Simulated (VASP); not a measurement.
Input of a VASP 6.6.1 run:

File INCAR:

```
SYSTEM = Fe2O3
ALGO = Normal
EDIFF = 1E-6
ENCUT = 700
GGA = PE
GGA_COMPAT = .FALSE.
ISIF = 2
ISMEAR = 0
ISPIN = 2
LASPH = .TRUE.
LCHARG = .TRUE.
LDAU = .TRUE.
LDAUJ = 0 0
LDAUL = 2 -1
LDAUPRINT = 1
LDAUTYPE = 2
LDAUU = 4 0
LELF = .TRUE.
LMAXMIX = 4
LORBIT = 11
LREAL = .FALSE.
LVHAR = .TRUE.
LWAVE = .FALSE.
MAGMOM = 4.19 -4.19 4.19 -4.19 0 0 0 0 0 0
NBANDS = 65
NELM = 200
PREC = Accurate
SIGMA = 0.05
```

The input KPOINTS:

```
k-points
0
G
  4 4 4
  0 0 0
```

Contents of POSCAR:

```
Fe2O3
1.0
    2.5520436017      1.4734230604      4.6474544208
   -2.5520436017      1.4734230604      4.6474544208
    0.0000000000     -2.9468461208      4.6474544208
Fe O
4 6
Direct
    0.3553279774      0.3553279774      0.3553279774
    0.1446720235      0.1446720235      0.1446720235
    0.6446720226      0.6446720226      0.6446720226
    0.8553279765      0.8553279765      0.8553279765
    0.5555685575      0.9444314413      0.2500000012
    0.2500000012      0.5555685575      0.9444314413
    0.9444314413      0.2500000012      0.5555685575
    0.4444314425      0.0555685587      0.7499999988
    0.7499999988      0.4444314425      0.0555685587
    0.0555685587      0.7499999988      0.4444314425
```

Potentials or basis: VASP PAW PBE potentials, release 64 (Fe_sv, O).

Command:

```bash
$ cat potpaw_PBE.64/Fe_sv/POTCAR potpaw_PBE.64/O/POTCAR > POTCAR
$ mpirun -np 1 vasp_std > vasp.out
```

**Question.** Predict the net moment.

**Answer.** 0.00 μB per cell.

**Question.** Predict the largest force.

**Answer.** 0.058 eV/Å.

**Question.** Predict the site moments.

**Answer.** Fe +4.04, -4.04 (each value once); O +0.00 μB.

Forces in eV/Å, atoms in the order of the input:
```
Fe   0.000  0.000 -0.058
Fe   0.000  0.000  0.058
Fe   0.000  0.000  0.058
Fe   0.000  0.000 -0.058
O    0.023  0.000  0.000
O   -0.011  0.020  0.000
O   -0.011 -0.020  0.000
O   -0.023  0.000  0.000
O    0.011 -0.020  0.000
O    0.011  0.020  0.000
```

The state reached can hang on the start; a lower one may exist.
